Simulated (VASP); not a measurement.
Here is a VASP 6.6.1 calculation.

The input POSCAR:

```
RbCl
1.0
    0.0000000000      3.2777190435      3.2777190435
    3.2777190435      0.0000000000      3.2777190435
    3.2777190435      3.2777190435      0.0000000000
Rb Cl
1 1
Direct
    0.0000000000      0.0000000000      0.0000000000
    0.5000000000      0.5000000000      0.5000000000
```

File INCAR.step1:

```
SYSTEM = RbCl
ALGO = Normal ; EDIFF = 1E-5
ENCUT = 550 ; GGA = PE
GGA_COMPAT = .FALSE. ; ISMEAR = 0
LASPH = .TRUE. ; LCHARG = .FALSE.
LREAL = .FALSE. ; LWAVE = .TRUE.
NBANDS = 15 ; NELM = 120
PREC = Accurate ; SIGMA = 0.01
```

The input INCAR.step2:

```
SYSTEM = RbCl
ALGO = Normal ; EDIFF = 1E-6
ENCUT = 550 ; GGA_COMPAT = .FALSE.
ISIF = 2 ; ISMEAR = 0
ISTART = 1 ; IVDW = 12
LASPH = .TRUE. ; LCHARG = .TRUE.
LELF = .TRUE. ; LMIXTAU = .TRUE.
LREAL = .FALSE. ; LVHAR = .TRUE.
LWAVE = .FALSE. ; METAGGA = R2SCAN
NBANDS = 15 ; NELM = 120
PREC = Accurate ; SIGMA = 0.01
VDW_A1 = 0.49484001 ; VDW_A2 = 5.73083694
VDW_S6 = 1.0 ; VDW_S8 = 0.78981345
```

The input KPOINTS:

```
k-points
0
G
  5 5 5
  0 0 0
```

Potentials or basis: VASP PAW PBE potentials, release 64 (Rb_sv, Cl).

Launch:

```bash
$ cat potpaw_PBE.64/Rb_sv/POTCAR potpaw_PBE.64/Cl/POTCAR > POTCAR
$ cp INCAR.step1 INCAR
$ mpirun -np 1 vasp_std > vasp.out
$ cp INCAR.step2 INCAR
$ mpirun -np 1 vasp_std > vasp.out
```

Q: Predict the dispersion energy per atom.

A: -0.089 eV.

Q: Estimate the pressure.

A: 0.1 GPa.

Q: Predict the band gap on the k mesh.

A: 5.64 eV.

Caveat: the PAW data sets were made with another functional, which shifts forces and pressure a little. r2SCAN opens gaps a little over a GGA but as a rule still falls short of measured ones.
